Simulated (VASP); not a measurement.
Here is a VASP 6.6.1 calculation.

Contents of INCAR:

```
PREC = Accurate ; ENCUT = 600
EDIFF = 1E-7 ; ISMEAR = 0
SIGMA = 0.1 ; LREAL = False
LASPH = True ; NELM = 80
ALGO = Fast ; ISIF = 3
LWAVE = False ; LCHARG = False
GGA = PE ; IBRION = 2
NSW = 100 ; EDIFFG = -0.005
```

KPOINTS

```
regular mesh
0
Gamma
  12 12 12
```

File POSCAR:

```
Sn
1.0
    0.0000000000      3.3273247529      3.3273247529
    3.3273247529      0.0000000000      3.3273247529
    3.3273247529      3.3273247529      0.0000000000
Sn
2
Direct
    0.0000000000      0.0000000000      0.0000000000
    0.2500000000      0.2500000000      0.2500000000
```

Potentials or basis: VASP PAW PBE potentials, release 64 (Sn_d).

Run with:

```bash
$ cat potpaw_PBE.64/Sn_d/POTCAR > POTCAR
$ mpirun -np 1 vasp_std > vasp.out
```

**Question.** Estimate the band gap on the k mesh.

**Answer.** Zero (band 14 reaches 4.96 eV, above the bottom of band 15 at 4.73 eV).

Final structure:
```xyz
2
Lattice="0.0000 3.3273 3.3273 3.3273 0.0000 3.3273 3.3273 3.3273 0.0000" Properties=species:S:1:pos:R:3 pbc="T T T"
Sn    0.0000    0.0000    0.0000
Sn    1.6637    1.6637    1.6637
```

Caveat: the relaxation stopped at its first step, so nothing moved; spin-orbit coupling is left out, which moves the levels of the heavy elements.
